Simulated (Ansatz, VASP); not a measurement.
## Li: VASP beside Ansatz

```
CELL_PARAMETERS angstrom
3.10040 0.00000 0.00000
-1.55020 2.68502 0.00000
0.00000 0.00000 9.72508
ATOMIC_POSITIONS crystal
Li 0.00000 0.00000 0.50000
Li 0.66667 0.33333 0.25000
Li 0.33333 0.66667 0.75000
Li 0.00000 0.00000 0.00000
```

Alike in both runs: task relaxation of cell and atoms; functional PBE; k mesh 18 × 18 × 6; occupations gaussian, width 0.1 eV; no spin polarisation.

```csv
,VASP,Ansatz
version,VASP 6.6.1,Ansatz 0.2.0
potentials or method,"VASP PAW PBE potentials, release 64 (Li_sv), cutoff 600 eV","scalar-relativistic, plane waves, PAW"
valence electrons in the cell,12,12
```

VASP gave:

```
gap on the k mesh at the Fermi level, each at its own relaxed structure (eV) : none
relaxed volume (Å³/atom)                                                     : 19.99
relaxed length of the cell vector where the two differ most in proportion (Å)              : 3.042
```

Question: Estimate Ansatz's values.

Answer: gap on the k mesh at the Fermi level, each at its own relaxed structure (eV): none; relaxed volume (Å³/atom): 20.22; relaxed length of the cell vector where the two differ most in proportion (Å): 3.054.

A gap of «none» marks a metal or a gap that the smearing closes.

Noted on VASP's run: the cutoff is under 1.25 times that of the potentials, so the pressure is a little rough.
